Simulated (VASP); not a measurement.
# Al2P (P4_2/mnm) in VASP: notebook

The runs below take Al2P through single point, relaxation of cell and atoms, with PBE.

Program: VASP 6.6.1. These are calculated values, not measurements. Logs are shortened: lines on timing, memory, paths and dates and some standing lists are left out, and cuts for length are marked.

## 1. The cell of the first run

Symmetry: P4_2/mnm, No. 136, tetragonal system. The conventional cell has a = 6.230 Å, b = 6.230 Å, c = 3.080 Å, α = 90.00°, β = 90.00°, γ = 90.00°. Within 3.2 Å of Al (site symmetry m2m) lie 3 P at 2.43 to 2.51 Å and 2 Al at 3.08 Å. Within 3.2 Å of P (site symmetry mmm) lie 6 Al at 2.43 to 2.51 Å and 2 P at 3.08 Å.

## 2. Single point, PBE

Input file INCAR:

```
PREC = Accurate
ENCUT = 520
EDIFF = 1E-6
ISMEAR = 0
SIGMA = 0.1
LREAL = F
LASPH = T
NELM = 80
ALGO = Normal
ISIF = 2
LWAVE = F
LCHARG = T
GGA = PE
LELF = T
LVHAR = T
NBANDS = 20
```

Input file KPOINTS:

```
regular mesh
0
Gamma
  4 4 6
```

Input file POSCAR:

```
Al2P
1.0
    6.2297466851      0.0000000000      0.0000000000
    0.0000000000      6.2297466851      0.0000000000
    0.0000000000      0.0000000000      3.0802736721
Al P
4 2
Direct
    0.2753370991      0.2753370991      0.0000000000
    0.7246629009      0.7246629009      0.0000000000
    0.7753370991      0.2246629009      0.5000000000
    0.2246629009      0.7753370991      0.5000000000
    0.0000000000      0.0000000000      0.0000000000
    0.5000000000      0.5000000000      0.5000000000
```

Potentials or basis: VASP PAW PBE potentials, release 64 (Al, P).

Command:

```bash
$ cat potpaw_PBE.64/Al/POTCAR potpaw_PBE.64/P/POTCAR > POTCAR
$ mpirun -np 1 vasp_std > vasp.out
```

OUTCAR:

```text
PREC = Accurate
   ENCUT = 520
   EDIFF = 1E-6
   ISMEAR = 0
   LREAL = F
   LASPH = T
   NELM = 80
   ISIF = 2
   GGA = PE

 ion  position               nearest neighbor table
   1  0.275  0.275  0.000-   5 2.43   6 2.51   6 2.51
   2  0.725  0.725  0.000-   5 2.43   6 2.51   6 2.51
   3  0.775  0.225  0.500-   6 2.43   5 2.51   5 2.51
   4  0.225  0.775  0.500-   6 2.43   5 2.51   5 2.51
   5  0.000  0.000  0.000-   1 2.43   2 2.43   3 2.51   4 2.51   3 2.51   4 2.51
   6  0.500  0.500  0.500-   3 2.43   4 2.43   1 2.51   2 2.51   1 2.51   2 2.51

  LATTYP: Found a simple tetragonal cell.
 ALAT       =     6.2297466851
 C/A-ratio  =     0.4944460550

  Lattice vectors:

 A1 = (   6.2297466851,   0.0000000000,   0.0000000000)
 A2 = (   0.0000000000,   6.2297466851,   0.0000000000)
 A3 = (   0.0000000000,   0.0000000000,   3.0802736721)

Analysis of symmetry for initial positions (statically):
=====================================================================
 Subroutine PRICEL returns:
 Original cell was already a primitive cell.

 Routine SETGRP: Setting up the symmetry group for a
 simple tetragonal supercell.

 Subroutine GETGRP returns: Found 16 space group operations
 (whereof  8 operations were pure point group operations)
 out of a pool of 16 trial point group operations.

The static configuration has the point symmetry D_2h.
 The point group associated with its full space group is D_4h.

Analysis of symmetry for dynamics (positions and initial velocities):
=====================================================================
 Subroutine PRICEL returns:
 Original cell was already a primitive cell.

 Routine SETGRP: Setting up the symmetry group for a
 simple tetragonal supercell.

 Subroutine GETGRP returns: Found 16 space group operations
 (whereof  8 operations were pure point group operations)
 out of a pool of 16 trial point group operations.

The dynamic configuration has the point symmetry D_2h.
 The point group associated with its full space group is D_4h.

 Subroutine INISYM returns: Found 16 space group operations
 (whereof  8 operations are pure point group operations),
 and found     1 'primitive' translations

----------------------------------------------------------------------------------------

                                     Primitive cell

  volume of cell :     119.5446

[... 96 lines left out ...]
   LREAL  =      F    real-space projection
   EDIFFG = 0.1E-04   stopping-criterion for IOM
   NSW    =      0    number of steps for IOM
   IBRION =     -1    ionic relax: 0-MD 1-quasi-New 2-CG
   NFREE  =      0    steps in history (QN), initial steepest desc. (CG)
   ISIF   =      2    stress and relaxation
   ISYM   =      2    0-nonsym 1-usesym 2-fastsym
   POTIM  = 0.5000    time-step for ionic-motion
   TEBEG  =    0.0;   TEEND  =   0.0 temperature during run
   PSTRESS=    0.0 pullay stress
   NELECT =      22.0000    total number of electrons
   NUPDOWN=      -1.0000    fix difference up-down
   EMIN   =  10.00;   EMAX   =-10.00  energy-range for DOS
   EFERMI =   0.00;   METHOD = LEGACY
   ISMEAR =     0;   SIGMA  =   0.10  broadening in eV -4-tet -1-fermi 0-gaus
   EFERMI_NEDOS =   21; number of points for ismear=-14 and -15
   IALGO  =     38    algorithm
   IMIX   =      4    mixing-type and parameters
     AMIX     =   0.40;   BMIX     =  1.00
     AMIX_MAG =   1.60;   BMIX_MAG =  1.00
  volume/ion in A,a.u.               =      19.92       134.45
  Fermi-wavevector in a.u.,A,eV,Ry     =   0.931192  1.759697 11.797853  0.867118
  Thomas-Fermi vector in A             =   2.057659
   LORBIT       =      0    0 simple, 1 ext, 2 COOP (PROOUT), +10 PAW based schemes
   GGA     = PE    functional components
   LHFCALC =     F    Hartree Fock is set to
   AEXX    =    0.0000 exact exchange contribution
   IVDW    =     0    specifies the selected vdW correction
   LEPSILON=     F    determine dielectric tensor
   LRPA    =     F    only Hartree local field effects (RPA)
 non-spin polarized calculation
 Gauss-broadening in eV      SIGMA  =   0.10
  energy-cutoff  :      520.00
  volume of cell :      119.54
 maximum number of plane-waves:      3247
 NGX is ok and might be reduce to    48
   NGX = 23   NGY = 23   NGZ = 11

 number of electron      22.0000003 magnetization

 Free energy of the ion-electron system (eV)
  ---------------------------------------------------
  ext. energy  EPLUGINS =         0.00000000
  ---------------------------------------------------
  free energy    TOTEN  =       -23.59436634 eV

  energy without entropy =      -23.58482767  energy(sigma->0) =      -23.58959700

 E-fermi :   6.0723     XC(G=0):  -9.5010

 val. band max:        6.0568954361   @ k =   0.5000   0.0000   0.0000
 cond. band min:       6.1040410805   @ k =   0.2500   0.2500   0.5000
 fundamental gap:      0.0471456444
 Fermi energy:         6.0722782091

 k-point     1 :       0.0000    0.0000    0.0000
  band No.  band energies     occupation
      1      -7.1233      2.00000
      2      -6.2021      2.00000
      3      -1.5010      2.00000
      4      -1.5010      2.00000
      5       1.0224      2.00000
      6       1.0224      2.00000
[... 541 lines left out ...]
     19      10.7727      0.00000
     20      10.7728      0.00000

------------------------ aborting loop because EDIFF is reached ----------------------------------------

  FORCE on cell =-STRESS in cart. coord.  units (eV):
  Direction    XX          YY          ZZ          XY          YZ          ZX
  --------------------------------------------------------------------------------------
  -------------------------------------------------------------------------------------
  Total       -0.1510696     -0.1510696     -0.0847929      0.0000000      0.0000000      0.0000000
  in kB       -2.0246854     -2.0246854     -1.1364236      0.0000000      0.0000000      0.0000000
  external PRESSURE =      -1.7285981 kB  Pullay stress =       0.0000000 kB

 VOLUME and BASIS-vectors are now :
 -----------------------------------------------------------------------------
  energy-cutoff  :      520.00
  volume of cell :      119.54
      direct lattice vectors                 reciprocal lattice vectors
     6.229746685  0.000000000  0.000000000     0.160520170  0.000000000  0.000000000
     0.000000000  6.229746685  0.000000000     0.000000000  0.160520170  0.000000000
     0.000000000  0.000000000  3.080273672     0.000000000  0.000000000  0.324646478

 POSITION                                       TOTAL-FORCE (eV/Angst)
 -----------------------------------------------------------------------------------
      1.71528      1.71528      0.00000         0.013378      0.013378      0.000000
      4.51447      4.51447      0.00000        -0.013378     -0.013378     -0.000000
      4.83015      1.39959      1.54014         0.013378     -0.013378     -0.000000
      1.39959      4.83015      1.54014        -0.013378      0.013378      0.000000
      0.00000      0.00000      0.00000         0.000000      0.000000      0.000000
      3.11487      3.11487      1.54014         0.000000      0.000000      0.000000
 -----------------------------------------------------------------------------------
    total drift:                               -0.000000     -0.000000      0.000000

  FREE ENERGIE OF THE ION-ELECTRON SYSTEM (eV)
  ---------------------------------------------------
  free  energy   TOTEN  =       -23.5943663368 eV

  energy  without entropy=      -23.5848276652  energy(sigma->0) =      -23.58959700
```

Wall time 26 s (1 thread of Intel Xeon Platinum 8488C (Sapphire Rapids), shared host); peak memory 0.23 GiB.

What came out:

- Free energy: -23.5944 eV
- Pressure: -0.2 GPa
- Largest force: 0.019 eV/Å
- Band gap on the k mesh: zero (band 11 reaches 6.86 eV, above the bottom of band 12 at 4.78 eV)

Forces on the atoms (eV/Å):
```
Al   0.013  0.013  0.000
Al  -0.013 -0.013  0.000
Al   0.013 -0.013  0.000
Al  -0.013  0.013  0.000
P    0.000  0.000  0.000
P    0.000  0.000  0.000
```

## 3. Single point, PBE

This run uses another cell than the first one, of 22.79 Å³/atom, 1.144 times its volume.

Input file INCAR:

```
SYSTEM = Al2P
ALGO = Normal
EDIFF = 1E-6
ENCUT = 520
GGA = PE
ISIF = 2
ISMEAR = 0
LASPH = .True.
LCHARG = .True.
LELF = .True.
LREAL = .False.
LVHAR = .True.
LWAVE = .False.
NBANDS = 20
NELM = 80
PREC = Accurate
SIGMA = 0.1
```

Input file KPOINTS:

```
k-points
0
Gamma
  4 4 6
  0 0 0
```

Input file POSCAR:

```
Al2P
1.0
    6.5051917400      0.0000000000      0.0000000000
    0.0000000000      6.5051917400      0.0000000000
    0.0000000000      0.0000000000      3.2310214300
Al P
4 2
Direct
    0.2790684700      0.2790684700      0.0000000000
    0.7209315300      0.7209315300      0.0000000000
    0.7790684700      0.2209315300      0.5000000000
    0.2209315300      0.7790684700      0.5000000000
    0.0000000000      0.0000000000      0.0000000000
    0.5000000000      0.5000000000      0.5000000000
```

Potentials or basis: VASP PAW PBE potentials, release 64 (Al, P).

Command:

```bash
$ cat potpaw_PBE.64/Al/POTCAR potpaw_PBE.64/P/POTCAR > POTCAR
$ mpirun -np 1 vasp_std > vasp.out
```

OUTCAR:

```text
SYSTEM = Al2P
   EDIFF = 1E-6
   ENCUT = 520
   GGA = PE
   ISIF = 2
   ISMEAR = 0
   LASPH = .True.
   LREAL = .False.
   NELM = 80
   PREC = Accurate

 ion  position               nearest neighbor table
   1  0.279  0.279  0.000-   5 2.57   6 2.60   6 2.60
   2  0.721  0.721  0.000-   5 2.57   6 2.60   6 2.60
   3  0.779  0.221  0.500-   6 2.57   5 2.60   5 2.60
   4  0.221  0.779  0.500-   6 2.57   5 2.60   5 2.60
   5  0.000  0.000  0.000-   1 2.57   2 2.57   3 2.60   4 2.60   3 2.60   4 2.60
   6  0.500  0.500  0.500-   3 2.57   4 2.57   1 2.60   2 2.60   1 2.60   2 2.60

  LATTYP: Found a simple tetragonal cell.
 ALAT       =     6.5051917400
 C/A-ratio  =     0.4966835044

  Lattice vectors:

 A1 = (   6.5051917400,   0.0000000000,   0.0000000000)
 A2 = (   0.0000000000,   6.5051917400,   0.0000000000)
 A3 = (   0.0000000000,   0.0000000000,   3.2310214300)

Analysis of symmetry for initial positions (statically):
=====================================================================
 Subroutine PRICEL returns:
 Original cell was already a primitive cell.
[... 182 lines left out ...]
 cond. band min:       4.8862623773   @ k =   0.2500   0.0000   0.0000
 fundamental gap:      0.0417604771
 Fermi energy:         4.8603175119

 k-point     1 :       0.0000    0.0000    0.0000
  band No.  band energies     occupation
      1      -7.4991      2.00000
      2      -6.7518      2.00000
      3      -2.0760      2.00000
      4      -2.0760      2.00000
      5       0.3939      2.00000
      6       0.3939      2.00000
[... 541 lines left out ...]
     19       9.3409      0.00000
     20       9.3409      0.00000

------------------------ aborting loop because EDIFF is reached ----------------------------------------

  FORCE on cell =-STRESS in cart. coord.  units (eV):
  Direction    XX          YY          ZZ          XY          YZ          ZX
  --------------------------------------------------------------------------------------
  -------------------------------------------------------------------------------------
  Total       -5.1799372     -5.1799372     -4.0399964      0.0000000      0.0000000      0.0000000
  in kB      -60.6980918    -60.6980918    -47.3403555      0.0000000      0.0000000      0.0000000
  external PRESSURE =     -56.2455131 kB  Pullay stress =       0.0000000 kB

 VOLUME and BASIS-vectors are now :
 -----------------------------------------------------------------------------
  energy-cutoff  :      520.00
  volume of cell :      136.73
      direct lattice vectors                 reciprocal lattice vectors
     6.505191740  0.000000000  0.000000000     0.153723370  0.000000000  0.000000000
     0.000000000  6.505191740  0.000000000     0.000000000  0.153723370  0.000000000
     0.000000000  0.000000000  3.231021430     0.000000000  0.000000000  0.309499649

 POSITION                                       TOTAL-FORCE (eV/Angst)
 -----------------------------------------------------------------------------------
      1.81539      1.81539      0.00000         0.011144      0.011144      0.000000
      4.68980      4.68980      0.00000        -0.011144     -0.011144     -0.000000
      5.06799      1.43720      1.61551         0.011144     -0.011144     -0.000000
      1.43720      5.06799      1.61551        -0.011144      0.011144     -0.000000
      0.00000      0.00000      0.00000         0.000000      0.000000     -0.000000
      3.25260      3.25260      1.61551         0.000000      0.000000     -0.000000
 -----------------------------------------------------------------------------------
    total drift:                               -0.000000     -0.000000     -0.000000

  FREE ENERGIE OF THE ION-ELECTRON SYSTEM (eV)
  ---------------------------------------------------
  free  energy   TOTEN  =       -23.2338608492 eV

  energy  without entropy=      -23.2063331079  energy(sigma->0) =      -23.22009698
```

OSZICAR:

```text
N       E                     dE             d eps       ncg     rms          rms(c)
DAV:   1     0.408974137523E+02    0.40897E+02   -0.79416E+03   960   0.866E+02
DAV:   2    -0.196118830302E+02   -0.60509E+02   -0.57636E+02  1248   0.120E+02
DAV:   3    -0.239727485952E+02   -0.43609E+01   -0.42486E+01  1232   0.292E+01
DAV:   4    -0.240511764786E+02   -0.78428E-01   -0.78357E-01  1220   0.454E+00
DAV:   5    -0.240526726047E+02   -0.14961E-02   -0.14960E-02  1208   0.671E-01    0.661E+00
DAV:   6    -0.232771870583E+02    0.77549E+00   -0.26367E+00  1116   0.555E+00    0.368E+00
DAV:   7    -0.232539350290E+02    0.23252E-01   -0.18856E-01  1092   0.197E+00    0.232E+00
DAV:   8    -0.232380723229E+02    0.15863E-01   -0.69199E-02  1104   0.112E+00    0.498E-01
DAV:   9    -0.232337765784E+02    0.42957E-02   -0.12384E-02  1092   0.462E-01    0.152E-01
DAV:  10    -0.232338719460E+02   -0.95368E-04   -0.11992E-03  1116   0.152E-01    0.634E-02
DAV:  11    -0.232338674848E+02    0.44612E-05   -0.38758E-05  1220   0.273E-02    0.329E-02
DAV:  12    -0.232338611223E+02    0.63625E-05   -0.79352E-06  1096   0.124E-02    0.881E-03
DAV:  13    -0.232338608492E+02    0.27317E-06   -0.18701E-06   676   0.591E-03
   1 F= -.23233861E+02 E0= -.23220097E+02  d E =-.275277E-01
```

stdout:

```text
POSCAR found type information on POSCAR AlP
 POSCAR found :  2 types and       6 ions
 scaLAPACK will be used
 LDA part: xc-table for (Slater+PW92), standard interpolation
 POSCAR, INCAR and KPOINTS ok, starting setup
 FFT: planning ... GRIDC
 FFT: planning ... GRID_SOFT
 FFT: planning ... GRID
 WAVECAR not read
 entering main loop
```

It took 29 s on 1 thread of Intel Xeon Platinum 8488C (Sapphire Rapids), shared host; peak memory 0.23 GiB.

Results:

* Free energy: -23.2339 eV
* Pressure: -5.6 GPa
* Largest force: 0.016 eV/Å
* Band gap on the k mesh: zero (band 11 reaches 5.85 eV, above the bottom of band 12 at 3.91 eV)

Forces on the atoms (eV/Å):
```
Al   0.011  0.011  0.000
Al  -0.011 -0.011  0.000
Al   0.011 -0.011  0.000
Al  -0.011  0.011  0.000
P    0.000  0.000  0.000
P    0.000  0.000  0.000
```

Levels at points of the mesh, in eV from the Fermi level:
| k point | band 7 | band 8 | band 9 | band 10 | band 11 | band 12 | band 13 | band 14 | band 15 | band 16 |
| --- | --- | --- | --- | --- | --- | --- | --- | --- | --- | --- |
| (0.00, 0.00, 0.00) | -3.49 | -2.94 | -2.71 | -0.03 | 0.38 | 3.08 | 3.08 | 3.28 | 3.28 | 3.63 |
| (0.50, 0.00, 0.00) | -0.85 | -0.85 | -0.21 | -0.21 | -0.15 | -0.15 | 0.17 | 0.17 | 4.25 | 4.25 |
| (0.50, 0.50, 0.00) | -2.74 | -2.74 | 0.18 | 0.18 | 0.63 | 0.63 | 0.85 | 0.85 | 3.28 | 3.28 |
| (0.00, 0.00, 0.50) | -3.96 | -3.96 | -0.83 | -0.83 | 0.04 | 0.04 | 0.54 | 0.54 | 0.54 | 0.54 |
| (0.50, 0.00, 0.50) | -3.75 | -3.75 | -2.26 | -2.26 | -0.95 | -0.95 | 2.16 | 2.16 | 2.62 | 2.62 |
| (0.50, 0.50, 0.50) | -4.22 | -4.22 | -0.76 | -0.76 | 0.46 | 0.46 | 0.51 | 0.51 | 0.97 | 0.97 |

(Part 1 of 2 ends here.)
